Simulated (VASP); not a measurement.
The system is MgS.

```xyz
2
Lattice="0.0000 2.9441 2.9441 2.9441 0.0000 2.9441 2.9441 2.9441 0.0000" Properties=species:S:1:pos:R:3 pbc="T T T"
Mg    0.0000    0.0000    0.0000
S     1.4721    1.4721    1.4721
```

This cell differs from its parent crystal: strain +4.0%.

Base run:

* Program: VASP 6.6.1
* Functional: HSE06
* Potentials or basis: VASP PAW PBE potentials, release 64 (Mg, S)
* Cutoff: 520 eV
* k mesh: 6 × 6 × 6
* Occupations: gaussian, width 0.01 eV
* Spin: no spin polarisation

Its results: band gap on the k mesh 3.91 eV.

Question: The run is repeated on the same cell with these changes: functional from HSE06 to r2SCAN; further incar settings from ALGO = Normal; EDIFF = 1e-06; NBANDS = 11 to ALGO = Normal; EDIFF = 1e-08. What comes out?

Answer: Band gap on the k mesh 3.53 eV.

Caveats: the structure was generated, so it needn't be the stable form of MgS; the cell stands under tension (at least some runs).

